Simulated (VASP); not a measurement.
A run of VASP 6.6.1 is set up as follows.

Contents of INCAR:

```
ALGO     = Normal         # electronic algorithm
EDIFF    = 1E-6           # SCF threshold, eV
ENCUT    = 520            # plane-wave cutoff, eV
GGA      = PE             # functional
ISIF     = 2              # what is computed and relaxed
ISMEAR   = -1             # smearing method
IVDW     = 12             # dispersion correction
LASPH    = True           # aspherical terms in the spheres
LCHARG   = True           # write CHGCAR
LELF     = True           # ELF
LREAL    = Auto         
LVHAR    = True         
LWAVE    = False          # write WAVECAR
NBANDS   = 37             # bands
NELM     = 60             # most SCF steps
PREC     = Accurate       # precision mode
SIGMA    = 0.02           # smearing width, eV
```

KPOINTS

```
k-points
0
Gamma
  1 1 1
```

Contents of POSCAR:

```
H8CO6
1.0
    6.2299620000      0.0000000000      0.0000000000
    0.0000000000      6.2299620000      0.0000000000
    0.0000000000      0.0000000000      6.2299620000
O H C
6 8 1
Direct
    0.9712418792      0.9842114607      0.1730989691
    0.6765209804      0.0843504342      0.4714796013
    0.8497644127      0.2273850145      0.8450131799
    0.4284456310      0.1384117592      0.1695355445
    0.0533711121      0.8308236872      0.5569215350
    0.2868717337      0.6586075485      0.8115619325
    1.0543242479      1.0119162846      0.2881076963
    0.9101018594      1.0959456896      0.0888769466
    0.5433419979      0.1251371999      0.3793763108
    0.7742101798     -0.0113804868      0.3817519272
    0.9790107869      0.2877866671      0.7729100113
    0.7592823199      0.1931311941      0.7373720739
    0.4757974447      0.0120385967      0.0867099992
    0.3412861908      0.2187332764      0.0754097698
    0.1767426511      0.7508553022      0.6844182998
```

Potentials or basis: VASP PAW PBE potentials, release 64 (O, H, C).

Run with:

```sh
$ cat potpaw_PBE.64/O/POTCAR potpaw_PBE.64/H/POTCAR potpaw_PBE.64/C/POTCAR > POTCAR
$ mpirun -np 1 vasp_gam > vasp.out
```

Problem. What does it give for the largest force?

Solution. 5.773 eV/Å.

Problem. Predict the pressure.

Solution. 1.0 GPa.

Problem. Estimate the band gap on the k mesh.

Solution. 3.44 eV.

Forces on the atoms (eV/Å):
```
O   -2.060 -3.284 -2.881
O   -0.745 -0.387 -0.204
O    4.140  2.067  3.451
O    0.399 -1.262 -0.371
O    2.463 -1.318  2.381
O   -0.899  1.037 -1.264
H    2.462  1.555  2.975
H   -0.109  1.490 -0.667
H    2.087 -0.527  0.949
H   -1.184  1.097  0.463
H   -1.087 -0.464  0.510
H   -3.035 -1.451 -4.117
H   -0.205  0.494  0.345
H   -0.937  0.916 -0.876
C   -1.290  0.037 -0.692
```

Caveat: the k points lie up to 1.01 Å⁻¹ apart.
